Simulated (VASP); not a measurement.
# MgH2 (P4_2/mnm) in VASP: notebook

MgH2 is run at these levels: PBEsol; tasks: single point, relaxation of cell and atoms.

All numbers are computed with VASP 6.6.1; they aren't measurements. Logs are shortened: lines on timing, memory, paths and dates and some standing lists are left out, and cuts for length are marked.

### 1 The cell of the first run

It takes space group P4_2/mnm (No. 136, tetragonal). The conventional cell has a = 4.477 Å, b = 4.477 Å, c = 3.008 Å, α = 90.00°, β = 90.00°, γ = 90.00°. Mg (site symmetry mmm) has 6 H at 1.93 to 1.95 Å within 2.6 Å. Within 2.6 Å of H (site symmetry m2m) lie 3 Mg at 1.93 to 1.95 Å and 1 H at 2.48 Å.

### 2 Single point, PBEsol

File INCAR:

```
SYSTEM = MgH2
PREC     = Accurate       ! precision mode
ENCUT    = 520            ! plane-wave cutoff, eV
EDIFF    = 1E-6           ! SCF threshold, eV
ISMEAR   = 0              ! smearing method
SIGMA    = 0.02           ! smearing width, eV
LREAL    = .FALSE.        ! projectors in reciprocal space
LASPH    = .TRUE.         ! aspherical terms in the spheres
NELM     = 80             ! most SCF steps
ALGO     = Normal         ! electronic algorithm
ISIF     = 2              ! what is computed and relaxed
LWAVE    = .FALSE.        ! write WAVECAR
LCHARG   = .FALSE.        ! write CHGCAR
GGA      = PS             ! functional
NBANDS   = 13             ! bands
```

File KPOINTS:

```
regular mesh
0
G
  6 6 8
  0 0 0
```

File POSCAR:

```
MgH2
1.0
    4.4769605355      0.0000000000      0.0000000000
    0.0000000000      4.4769605355      0.0000000000
    0.0000000000      0.0000000000      3.0075195070
Mg H
2 4
Direct
    0.0000000000      0.0000000000      0.0000000000
    0.5000000000      0.5000000000      0.5000000000
    0.3045406518      0.3045406518      0.0000000000
    0.1954593482      0.8045406518      0.5000000000
    0.6954593482      0.6954593482      0.0000000000
    0.8045406518      0.1954593482      0.5000000000
```

Potentials or basis: VASP PAW PBE potentials, release 64 (Mg, H).

On the command line:

```
cat potpaw_PBE.64/Mg/POTCAR potpaw_PBE.64/H/POTCAR > POTCAR
mpirun -np 1 vasp_std > vasp.out
```

OUTCAR:

```text
SYSTEM = MgH2
   PREC = Accurate
   ENCUT = 520
   EDIFF = 1E-6
   ISMEAR = 0
   LREAL = .FALSE.
   LASPH = .TRUE.
   NELM = 80
   ISIF = 2
   GGA = PS

 ion  position               nearest neighbor table
   1  0.000  0.000  0.000-   3 1.93   5 1.93   4 1.95   6 1.95   4 1.95   6 1.95   2 3.50   2 3.50
                             2 3.50   2 3.50   2 3.50   2 3.50   2 3.50   2 3.50
   2  0.500  0.500  0.500-   4 1.93   6 1.93   5 1.95   3 1.95   3 1.95   5 1.95   1 3.50   1 3.50
                             1 3.50   1 3.50   1 3.50   1 3.50   1 3.50   1 3.50
   3  0.305  0.305  0.000-   1 1.93   2 1.95   2 1.95
   4  0.195  0.805  0.500-   2 1.93   1 1.95   1 1.95
   5  0.695  0.695  0.000-   1 1.93   2 1.95   2 1.95
   6  0.805  0.195  0.500-   2 1.93   1 1.95   1 1.95

  LATTYP: Found a simple tetragonal cell.
 ALAT       =     4.4769605355
 C/A-ratio  =     0.6717770870

  Lattice vectors:

 A1 = (   4.4769605355,   0.0000000000,   0.0000000000)
 A2 = (   0.0000000000,   4.4769605355,   0.0000000000)
 A3 = (   0.0000000000,   0.0000000000,   3.0075195070)

Analysis of symmetry for initial positions (statically):
=====================================================================
 Subroutine PRICEL returns:
 Original cell was already a primitive cell.

 Routine SETGRP: Setting up the symmetry group for a
 simple tetragonal supercell.

 Subroutine GETGRP returns: Found 16 space group operations
 (whereof  8 operations were pure point group operations)
 out of a pool of 16 trial point group operations.

The static configuration has the point symmetry D_2h.
 The point group associated with its full space group is D_4h.

Analysis of symmetry for dynamics (positions and initial velocities):
=====================================================================
 Subroutine PRICEL returns:
 Original cell was already a primitive cell.

 Routine SETGRP: Setting up the symmetry group for a
 simple tetragonal supercell.

 Subroutine GETGRP returns: Found 16 space group operations
 (whereof  8 operations were pure point group operations)
 out of a pool of 16 trial point group operations.

The dynamic configuration has the point symmetry D_2h.
 The point group associated with its full space group is D_4h.

 Subroutine INISYM returns: Found 16 space group operations
 (whereof  8 operations are pure point group operations),
 and found     1 'primitive' translations

----------------------------------------------------------------------------------------

                                     Primitive cell

  volume of cell :      60.2802

  direct lattice vectors                    reciprocal lattice vectors
     4.476960535  0.000000000  0.000000000     0.223365829  0.000000000  0.000000000
     0.000000000  4.476960535  0.000000000     0.000000000  0.223365829  0.000000000
     0.000000000  0.000000000  3.007519507     0.000000000  0.000000000  0.332499922

  length of vectors
     4.476960535  4.476960535  3.007519507     0.223365829  0.223365829  0.332499922

  position of ions in fractional coordinates (direct lattice)
     0.000000000  0.000000000  0.000000000
     0.500000000  0.500000000  0.500000000
     0.304540652  0.304540652  0.000000000
     0.195459348  0.804540652  0.500000000
     0.695459348  0.695459348  0.000000000
     0.804540652  0.195459348  0.500000000

  ion indices of the primitive-cell ions
   primitive index   ion index
                 1           1
                 2           2
                 3           3
                 4           4
                 5           5
                 6           6

----------------------------------------------------------------------------------------

 KPOINTS: regular mesh

Automatic generation of k-mesh.
 Grid dimensions read from file:
 generate k-points for:    6    6    8

 Generating k-lattice:

  Cartesian coordinates                     Fractional coordinates (reciprocal lattice)
     0.037227638  0.000000000  0.000000000     0.166666667  0.000000000  0.000000000
     0.000000000  0.037227638  0.000000000     0.000000000  0.166666667  0.000000000
     0.000000000  0.000000000  0.041562490     0.000000000  0.000000000  0.125000000

  Length of vectors
     0.037227638  0.037227638  0.041562490

  Shift w.r.t. Gamma in fractional coordinates (k-lattice)
     0.000000000  0.000000000  0.000000000

 Subroutine IBZKPT returns following result:
 ===========================================

 Found     50 irreducible k-points:

 Following reciprocal coordinates:
            Coordinates               Weight
  0.000000  0.000000  0.000000      1.000000
  0.166667  0.000000  0.000000      4.000000
  0.333333  0.000000  0.000000      4.000000
  0.500000  0.000000  0.000000      2.000000
  0.166667  0.166667  0.000000      4.000000
  0.333333  0.166667  0.000000      8.000000
[... 16 lines left out ...]
  0.333333  0.000000  0.250000      8.000000
  0.500000  0.000000  0.250000      4.000000
 [... further k-points ...]
   k-points           NKPTS =     50   k-points in BZ     NKDIM =     50   number of bands    NBANDS=     13
   number of dos      NEDOS =    301   number of ions     NIONS =      6
   total plane-waves  NPLWV =  31104
   dimension x,y,z NGX =    36 NGY =   36 NGZ =   24
   dimension x,y,z NGXF=    72 NGYF=   72 NGZF=   48
   ions per type =               2   4
   NGX,Y,Z   is equivalent  to a cutoff of  13.37, 13.37, 13.27 a.u.
   NGXF,Y,Z  is equivalent  to a cutoff of  26.74, 26.74, 26.53 a.u.
 SYSTEM =  MgH2
   PREC   = accura    normal or accurate (medium, high low for compatibility)
   ISTART =      0    job   : 0-new  1-cont  2-samecut
   ICHARG =      2    charge: 1-file 2-atom 10-const
   ISPIN  =      1    spin polarized calculation?
   LNONCOLLINEAR =      F non collinear calculations
   LSORBIT =      F    spin-orbit coupling
   LASPH  =      T    aspherical Exc in radial PAW
   ENCUT  =  520.0 eV  38.22 Ry    6.18 a.u.   8.32  8.32  5.59*2*pi/ulx,y,z
   NELM   =     80;   NELMIN=  2; NELMDL= -5     # of ELM steps
   EDIFF  = 0.1E-05   stopping-criterion for ELM
   LREAL  =      F    real-space projection
   EDIFFG = 0.1E-04   stopping-criterion for IOM
   NSW    =      0    number of steps for IOM
   IBRION =     -1    ionic relax: 0-MD 1-quasi-New 2-CG
   NFREE  =      0    steps in history (QN), initial steepest desc. (CG)
   ISIF   =      2    stress and relaxation
   ISYM   =      2    0-nonsym 1-usesym 2-fastsym
   POTIM  = 0.5000    time-step for ionic-motion
   TEBEG  =    0.0;   TEEND  =   0.0 temperature during run
   PSTRESS=    0.0 pullay stress
   NELECT =       8.0000    total number of electrons
   NUPDOWN=      -1.0000    fix difference up-down
   EMIN   =  10.00;   EMAX   =-10.00  energy-range for DOS
   EFERMI =   0.00;   METHOD = LEGACY
   ISMEAR =     0;   SIGMA  =   0.02  broadening in eV -4-tet -1-fermi 0-gaus
   EFERMI_NEDOS =   21; number of points for ismear=-14 and -15
   IALGO  =     38    algorithm
   IMIX   =      4    mixing-type and parameters
     AMIX     =   0.40;   BMIX     =  1.00
     AMIX_MAG =   1.60;   BMIX_MAG =  1.00
  volume/ion in A,a.u.               =      10.05        67.80
  Fermi-wavevector in a.u.,A,eV,Ry     =   0.835051  1.578018  9.487488  0.697311
  Thomas-Fermi vector in A             =   1.948545
   LORBIT       =      0    0 simple, 1 ext, 2 COOP (PROOUT), +10 PAW based schemes
   GGA     = PS    functional components
   LHFCALC =     F    Hartree Fock is set to
   AEXX    =    0.0000 exact exchange contribution
   IVDW    =     0    specifies the selected vdW correction
   LEPSILON=     F    determine dielectric tensor
   LRPA    =     F    only Hartree local field effects (RPA)
 non-spin polarized calculation
 Gauss-broadening in eV      SIGMA  =   0.02
  energy-cutoff  :      520.00
  volume of cell :       60.28
 maximum number of plane-waves:      1651
 NGX is ok and might be reduce to    36
   NGX = 17   NGY = 17   NGZ = 11

 number of electron       8.0000002 magnetization

 Free energy of the ion-electron system (eV)
  ---------------------------------------------------
  ext. energy  EPLUGINS =         0.00000000
  ---------------------------------------------------
  free energy    TOTEN  =       -17.74013853 eV

  energy without entropy =      -17.74013853  energy(sigma->0) =      -17.74013853

 E-fermi :  -0.3781     XC(G=0):  -8.6451

 val. band max:       -0.4669261559   @ k =   0.1667   0.1667   0.0000
 cond. band min:       3.1086450778   @ k =   0.3333   0.3333   0.5000
 fundamental gap:      3.5755712337
 Fermi energy:        -0.3780879957

 k-point     1 :       0.0000    0.0000    0.0000
  band No.  band energies     occupation
      1      -7.1286      2.00000
      2      -1.9797      2.00000
      3      -1.9797      2.00000
      4      -0.9292      2.00000
      5       3.9406      0.00000
      6       4.4986      0.00000
      7       8.6079      0.00000
      8       8.6079      0.00000
      9      10.3378      0.00000
     10      10.5873      0.00000
     11      11.5184      0.00000
     12      14.5061      0.00000
     13      14.5061      0.00000

 k-point     2 :       0.1667    0.0000    0.0000
  band No.  band energies     occupation
      1      -6.9402      2.00000
      2      -2.9045      2.00000
      3      -1.8521      2.00000
      4      -0.5660      2.00000
      5       4.1146      0.00000
      6       4.9377      0.00000
      7       7.3297      0.00000
      8       9.0801      0.00000
      9      10.7611      0.00000
     10      11.7838      0.00000
     11      12.0739      0.00000
     12      13.7897      0.00000
     13      14.6892      0.00000
[... 321 lines left out ...]
 k-point    23 :       0.3333    0.0000    0.2500
  band No.  band energies     occupation
      1      -5.4751      2.00000
      2      -3.4868      2.00000
      3      -1.0579      2.00000
      4      -0.6854      2.00000
      5       5.0389      0.00000
      6       5.8140      0.00000
      7       5.8458      0.00000
      8       7.2337      0.00000
      9       7.9275      0.00000
     10       9.9839      0.00000
     11      10.2298      0.00000
     12      12.5020      0.00000
     13      13.3775      0.00000

 k-point    24 :       0.5000    0.0000    0.2500
  band No.  band energies     occupation
      1      -4.6102      2.00000
      2      -4.6102      2.00000
      3      -0.8001      2.00000
      4      -0.8001      2.00000
      5       5.1307      0.00000
      6       5.1307      0.00000
      7       6.6714      0.00000
      8       6.6714      0.00000
      9       8.7334      0.00000
     10       8.7334      0.00000
     11      12.2712      0.00000
     12      12.2712      0.00000
     13      13.8075      0.00000

 [... further k-points ...]
[... 5 lines left out ...]
  --------------------------------------------------------------------------------------
  -------------------------------------------------------------------------------------
  Total       -0.0822180     -0.0822180     -0.0815319      0.0000000      0.0000000      0.0000000
  in kB       -2.1852557     -2.1852557     -2.1670218      0.0000000      0.0000000      0.0000000
  external PRESSURE =      -2.1791777 kB  Pullay stress =       0.0000000 kB

 VOLUME and BASIS-vectors are now :
 -----------------------------------------------------------------------------
  energy-cutoff  :      520.00
  volume of cell :       60.28
      direct lattice vectors                 reciprocal lattice vectors
     4.476960535  0.000000000  0.000000000     0.223365829  0.000000000  0.000000000
     0.000000000  4.476960535  0.000000000     0.000000000  0.223365829  0.000000000
     0.000000000  0.000000000  3.007519507     0.000000000  0.000000000  0.332499922

 POSITION                                       TOTAL-FORCE (eV/Angst)
 -----------------------------------------------------------------------------------
      0.00000      0.00000      0.00000         0.000000     -0.000000      0.000000
      2.23848      2.23848      1.50376         0.000000     -0.000000      0.000000
      1.36342      1.36342      0.00000        -0.001208     -0.001208      0.000000
      0.87506      3.60190      1.50376         0.001208     -0.001208      0.000000
      3.11354      3.11354      0.00000         0.001208      0.001208     -0.000000
      3.60190      0.87506      1.50376        -0.001208      0.001208     -0.000000
 -----------------------------------------------------------------------------------
    total drift:                                0.000000      0.000000      0.000000

  FREE ENERGIE OF THE ION-ELECTRON SYSTEM (eV)
  ---------------------------------------------------
  free  energy   TOTEN  =       -17.7401385292 eV

  energy  without entropy=      -17.7401385292  energy(sigma->0) =      -17.74013853
```

It took 25 s on 1 thread of AMD EPYC 7R43 (Zen 3), shared host; peak memory 0.16 GiB.

Results:

```
Free energy            : -17.7401 eV
Pressure               : -0.2 GPa
Band gap on the k mesh : 3.58 eV, indirect (least direct gap 4.40 eV)
```

Levels at points of the mesh, in eV from the valence-band top:
| k point | band 1 | band 2 | band 3 | band 4 | band 5 | band 6 | band 7 | band 8 | band 9 |
| --- | --- | --- | --- | --- | --- | --- | --- | --- | --- |
| (0.00, 0.00, 0.00) | -6.66 | -1.51 | -1.51 | -0.46 | 4.41 | 4.97 | 9.07 | 9.07 | 10.80 |
| (0.50, 0.00, 0.00) | -5.01 | -5.01 | -0.53 | -0.53 | 5.14 | 5.14 | 9.97 | 9.97 | 11.68 |
| (0.50, 0.50, 0.00) | -3.88 | -3.88 | -2.89 | -2.89 | 9.02 | 9.02 | 9.13 | 9.13 | 13.15 |
| (0.00, 0.00, 0.50) | -3.19 | -3.19 | -0.09 | -0.09 | 6.23 | 6.23 | 6.58 | 6.58 | 8.54 |
| (0.50, 0.00, 0.50) | -2.40 | -2.40 | -1.17 | -1.17 | 5.01 | 5.01 | 6.65 | 6.65 | 8.52 |
| (0.50, 0.50, 0.50) | -1.97 | -1.97 | -1.03 | -1.03 | 3.67 | 3.67 | 3.87 | 3.87 | 12.98 |

Caveat: the PAW data sets were made with another functional, which shifts forces and pressure a little.

### 3 Relaxation of cell and atoms, PBEsol

This run uses another cell than the first one, of 10.27 Å³/atom, 1.022 times its volume.

File INCAR:

```
PREC = Accurate ; ENCUT = 600
EDIFF = 1E-6 ; ISMEAR = 0
SIGMA = 0.02 ; LREAL = F
LASPH = T ; NELM = 100
ALGO = Normal ; ISIF = 3
LWAVE = F ; LCHARG = F
GGA = PS ; IBRION = 2
NSW = 100 ; EDIFFG = -0.005
```

File KPOINTS:

```
Automatic mesh
0
Gamma
  6 6 8
```

File POSCAR:

```
MgH2
1.0
    4.5168000000      0.0000000000      0.0000000000
    0.0000000000      4.5168000000      0.0000000000
    0.0000000000      0.0000000000      3.0205000000
Mg H
2 4
Direct
    0.0000000000      0.0000000000      0.0000000000
    0.5000000000      0.5000000000      0.5000000000
    0.3060000000      0.3060000000      0.0000000000
    0.1940000000      0.8060000000      0.5000000000
    0.6940000000      0.6940000000      0.0000000000
    0.8060000000      0.1940000000      0.5000000000
```

Potentials or basis: VASP PAW PBE potentials, release 64 (Mg, H).

On the command line:

```
cat potpaw_PBE.64/Mg/POTCAR potpaw_PBE.64/H/POTCAR > POTCAR
mpirun -np 1 vasp_std > vasp.out
```

Run time: 52 s. Hardware: 1 thread of AMD EPYC 7R43 (Zen 3), shared host; peak memory 0.16 GiB.

It converged, with:

- Free energy: -17.7417 eV
- Relaxed volume: 10.02 Å³/atom
- Relaxed cell: a = 4.473 Å, b = 4.473 Å, c = 3.005 Å, α = 90.00°, β = 90.00°, γ = 90.00°
- Space group after relaxing (to 0.05 Å): P4_2/mnm (No. 136)
- Energy gained by relaxing: 1.1 meV/atom
- Ionic steps: 6
- Pressure after relaxing: 0.0 GPa
- Band gap on the k mesh: 3.58 eV, indirect (least direct gap 4.41 eV)

Forces on the atoms (eV/Å):
```
Mg   0.000  0.000  0.000
Mg   0.000  0.000  0.000
H    0.002  0.002  0.000
H   -0.002  0.002  0.000
H   -0.002 -0.002  0.000
H    0.002 -0.002  0.000
```

The path:
| step | energy change (eV) | largest force (eV/Å) | pressure (GPa) | volume (Å³) |
| --- | --- | --- | --- | --- |
| 1 | 0.0000 | 0.0558 | -1.17 | 61.62 |
| 2 | -0.0043 | 0.0438 | -0.64 | 60.96 |
| 3 | -0.0063 | 0.0275 | 0.05 | 60.14 |
| 4 | -0.0063 | 0.0269 | 0.08 | 60.10 |
| 5 | -0.0066 | 0.0129 | 0.05 | 60.11 |
| 6 | -0.0068 | 0.0025 | 0.01 | 60.12 |

Final structure:
```
Mg H
1.0
     4.47322    0.00000    0.00000
     0.00000    4.47322    0.00000
     0.00000    0.00000    3.00454
Mg H
2 4
Direct
  0.00000 0.00000 0.00000
  0.50000 0.50000 0.50000
  0.30442 0.30442 0.00000
  0.19558 0.80442 0.50000
  0.69558 0.69558 0.00000
  0.80442 0.19558 0.50000
```

Levels at points of the mesh, in eV from the valence-band top:
```tsv
k point	band 1	band 2	band 3	band 4	band 5	band 6	band 7	band 8
(0.00, 0.00, 0.00)	-6.68	-1.52	-1.52	-0.46	4.40	4.97	9.09	9.09
(0.50, 0.00, 0.00)	-5.02	-5.02	-0.53	-0.53	5.14	5.14	9.98	9.98
(0.50, 0.50, 0.00)	-3.89	-3.89	-2.90	-2.90	9.03	9.03	9.14	9.14
(0.00, 0.00, 0.50)	-3.19	-3.19	-0.09	-0.09	6.24	6.24	6.58	6.58
(0.50, 0.00, 0.50)	-2.40	-2.40	-1.18	-1.18	5.01	5.01	6.66	6.66
(0.50, 0.50, 0.50)	-1.97	-1.97	-1.03	-1.03	3.68	3.68	3.87	3.87
```

Caveat: the PAW data sets were made with another functional, which shifts forces and pressure a little.
